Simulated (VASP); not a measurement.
A run of VASP 6.6.1 is set up as follows.

INCAR

```
SYSTEM = Li2Zn
PREC     = Accurate       ! precision mode
ENCUT    = 520            ! plane-wave cutoff, eV
EDIFF    = 1E-7           ! SCF threshold, eV
ISMEAR   = 0              ! smearing method
SIGMA    = 0.1            ! smearing width, eV
LREAL    = .False.        ! projectors in reciprocal space
LASPH    = .True.         ! aspherical terms in the spheres
NELM     = 100            ! most SCF steps
ALGO     = Normal         ! electronic algorithm
ISIF     = 2              ! what is computed and relaxed
LWAVE    = .False.        ! write WAVECAR
LCHARG   = .False.        ! write CHGCAR
GGA      = PE             ! functional
NBANDS   = 27             ! bands
```

Contents of KPOINTS:

```
regular mesh
0
Gamma
  10 10 10
  0 0 0
```

The input POSCAR:

```
Li2Zn
1.0
    0.0000000000      3.6002694642      3.6002694642
    3.6002694642      0.0000000000      3.6002694642
    3.6002694642      3.6002694642      0.0000000000
Li Zn
4 2
Direct
    0.1250000000      0.1250000000      0.1250000000
    0.6250000000      0.1250000000      0.1250000000
    0.1250000000      0.1250000000      0.6250000000
    0.1250000000      0.6250000000      0.1250000000
    0.5000000000      0.5000000000      0.5000000000
    0.7500000000      0.7500000000      0.7500000000
```

Potentials or basis: VASP PAW PBE potentials, release 64 (Li_sv, Zn).

Run with:

```bash
$ cat potpaw_PBE.64/Li_sv/POTCAR potpaw_PBE.64/Zn/POTCAR > POTCAR
$ mpirun -np 1 vasp_std > vasp.out
```

Q: What does it give for the band gap on the k mesh?

A: Zero (bands 18 and 19 overlap by 1.22 eV).
